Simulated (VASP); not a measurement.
Runs of VASP 6.6.1 on PtS2. The structure is trigonal, space group P-3m1 (No. 164). Conventional cell: a = 3.553 Å, b = 3.553 Å, c = 5.123 Å, α = 90.00°, β = 90.00°, γ = 120.00°. Within 3.2 Å of Pt (site symmetry -3m) lie 6 S at 2.39 Å. S (site symmetry 3m) has 3 Pt at 2.39 Å and 3 S at 3.20 Å within 3.2 Å. 

```tsv
level	potentials or basis	cutoff (eV)	smearing	second run	gap on the mesh (eV)	pressure (GPa)	largest force (eV/Å)
r2SCAN	VASP PAW PBE potentials, release 64 (Pt, S)	520	methfessel-paxton 0.001 eV	-	0.98	1.2	0.05
r2SCAN	VASP PAW PBE potentials, release 64 (Pt, S)	520	gaussian 0.01 eV	-	0.98	1.2	0.05
r2SCAN	VASP PAW PBE potentials, release 64 (Pt, S)	520	fermi-dirac 0.001 eV	-	0.98	1.2	0.05
r2SCAN	VASP PAW PBE potentials, release 64 (Pt, S)	520	methfessel-paxton 0.5 eV	-	0.98	1.2	0.05
r2SCAN	VASP PAW PBE potentials, release 64 (Pt_sv_GW, S)	550	methfessel-paxton 0.5 eV	valence_matched	(c)	0.4	0.08
r2SCAN+D3(BJ)	VASP PAW PBE potentials, release 64 (Pt, S)	520	gaussian 0.01 eV	-	0.98	-0.5	(a)
r2SCAN	VASP PAW PBE potentials, release 64 (Pt, S)	520	gaussian 0.05 eV	-	0.98	1.2	0.05
LDA	VASP PAW LDA potentials, release 64 (Pt, S)	520	gaussian 0.01 eV	-	0.74	-4.0	(b)
```

Alike in all rows: task single point; no spin polarisation; cell as given; k mesh 6 × 6 × 4.

Problem. Fill in the values left out.

Solution. (a) 0.04; (b) 0.34; (c) 1.00.

Caveats: spin-orbit coupling is left out, which moves the levels of the heavy elements; the PAW data sets were made with another functional, which shifts forces and pressure a little (some runs).

A k mesh can miss the band edges, and the runs leave out spin-orbit coupling on Pt.

The runs don't all hold the same shells in valence.
